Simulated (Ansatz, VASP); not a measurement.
# MgO2 in VASP and in Ansatz

```
CELL_PARAMETERS angstrom
4.63889 0.00000 0.00000
0.00000 4.63889 0.00000
0.00000 0.00000 4.63889
ATOMIC_POSITIONS crystal
Mg 0.00000 0.50000 0.50000
Mg 0.50000 0.50000 0.00000
Mg 0.50000 0.00000 0.50000
Mg 0.00000 0.00000 0.00000
O 0.40948 0.09052 0.90948
O 0.09052 0.90948 0.40948
O 0.90948 0.40948 0.09052
O 0.59052 0.59052 0.59052
O 0.40948 0.40948 0.40948
O 0.09052 0.59052 0.90948
O 0.90948 0.09052 0.59052
O 0.59052 0.90948 0.09052
```

Alike in both runs: functional PBEsol; k mesh 6 × 6 × 6; occupations gaussian, width 0.02 eV; no spin polarisation.

Ansatz relaxed the structure, and its values are those at the end. VASP's run is a single point on that final structure, the one shown.

|  | VASP | Ansatz |
| --- | --- | --- |
| version | VASP 6.6.1 | Ansatz 0.2.0 |
| potentials or method | VASP PAW PBE potentials, release 64 (Mg, O), cutoff 520 eV | scalar-relativistic, plane waves, PAW |
| valence electrons in the cell | 56 | 88 |

```csv
,VASP,Ansatz,Ansatz less VASP
gap on the k mesh at the Fermi level (eV),4.41,4.44,+0.028
least direct gap on the mesh (eV),4.59,4.61,+0.027
pressure (GPa),23.1,22.8,-0.27
rms of the force components (eV/Å),0.104,0.001,-0.1033
```

VASP's potentials were made for PBE, not for PBEsol. VASP's potentials hold 56 valence electrons a cell and Ansatz's 88, so a difference there can come from the potentials and not from the codes. Ansatz's warnings: stress scf threshold loose.
